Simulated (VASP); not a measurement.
GaCo, 2 atoms in the cell. Symmetry: P6/mmm, No. 191, hexagonal system. The conventional cell has a = 2.647 Å, b = 2.647 Å, c = 4.823 Å, α = 90.00°, β = 90.00°, γ = 120.00°. Ga (site symmetry 6/mmm) has 2 Co at 2.41 Å and 6 Ga at 2.65 Å within 3.2 Å. Co (site symmetry 6/mmm) has 2 Ga at 2.41 Å and 6 Co at 2.65 Å within 3.2 Å. The cell was generated, and may not be a known phase.

| Quantity | Value |
| --- | --- |
| Program | VASP 6.6.1 |
| Task | single point |
| Functional | PBE |
| Potentials or basis | VASP PAW PBE potentials, release 64 (Ga_d, Co) |
| Cutoff | 520 eV |
| k mesh | 24 × 24 × 12 |
| Occupations | gaussian, width 0.1 eV |
| Spin | collinear spin, ferromagnetic start |
| Starting moments | [0.0, 1.43] μB |
| Dipole correction | no |
| Further INCAR settings | ALGO = Fast; EDIFF = 1e-06; NBANDS = 22 |

Potentials or basis: VASP PAW PBE potentials, release 64 (Ga_d, Co).

The run is started by

```console
$ cat potpaw_PBE.64/Ga_d/POTCAR potpaw_PBE.64/Co/POTCAR > POTCAR
$ mpirun -np 1 vasp_std > vasp.out
```

Hardware: 1 thread of Intel Xeon 8259CL, on a shared host.

How long does it take, and how much memory?

It took 15 min on 1 thread of Intel Xeon 8259CL, with other jobs on the host, peak memory 0.5 GiB. Counts: scf iterations 16, k points 427.
